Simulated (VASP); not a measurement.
Write the native input for VASP 6.6.1 that does the following.

* Task: relaxation of cell and atoms
* Functional: LDA
* Potentials or basis: VASP PAW LDA potentials, release 64 (Ca_sv)
* Cutoff: 600 eV
* k mesh: 14 × 14 × 13
* Occupations: fermi-dirac, width 0.08 eV
* Spin: no spin polarisation
* Target pressure: 20 GPa
* Dipole correction: no
* Further INCAR settings: ALGO = Normal; EDIFF = 1e-06; IBRION = 2; EDIFFG = -0.005; NSW = 32; ISIF = 3

The structure of Ca lies in POSCAR:

```
Ca
1.0
    3.0393237370      0.0000000000      0.0000000000
   -1.5196618685      2.6321315666      0.0000000000
    0.0000000000      0.0000000000      2.7422710948
Ca
1
Direct
    0.0000000000      0.0000000000      0.0000000000
```

These files were run (other wordings do the same):

INCAR

```
PREC = Accurate
ENCUT = 600
EDIFF = 1E-6
ISMEAR = -1
SIGMA = 0.08
LREAL = F
LASPH = T
NELM = 60
ALGO = Normal
ISIF = 3
LWAVE = F
LCHARG = F
IBRION = 2
NSW = 32
EDIFFG = -0.005
PSTRESS = 200.0
```

KPOINTS

```
regular mesh
0
Gamma
  14 14 13
```

Potentials or basis: VASP PAW LDA potentials, release 64 (Ca_sv).

Command:

```sh
$ cat potpaw_LDA.64/Ca_sv/POTCAR > POTCAR
$ mpirun -np 1 vasp_std > vasp.out
```

Results of the run:

* Relaxed volume: 22.01 Å³/atom
* Relaxed cell: a = 3.042 Å, b = 3.042 Å, c = 2.747 Å, α = 90.00°, β = 90.00°, γ = 120.00°
* Space group after relaxing (to 0.05 Å): P6/mmm (No. 191)
* Energy change on relaxing (the enthalpy is what falls): -8.8 meV/atom
* Ionic steps: 3
* Pressure after relaxing: 20.0 GPa
* Band gap on the k mesh: zero (band 5 reaches 5.26 eV, above the bottom of band 6 at 4.74 eV)

Caveat: the cell is relaxed towards a set pressure, so the enthalpy falls and the energy may rise.

Run time: 17 s on 1 thread of Intel(R) Xeon(R) 6975P-C (Granite Rapids) (shared host), peak memory 0.16 GiB.
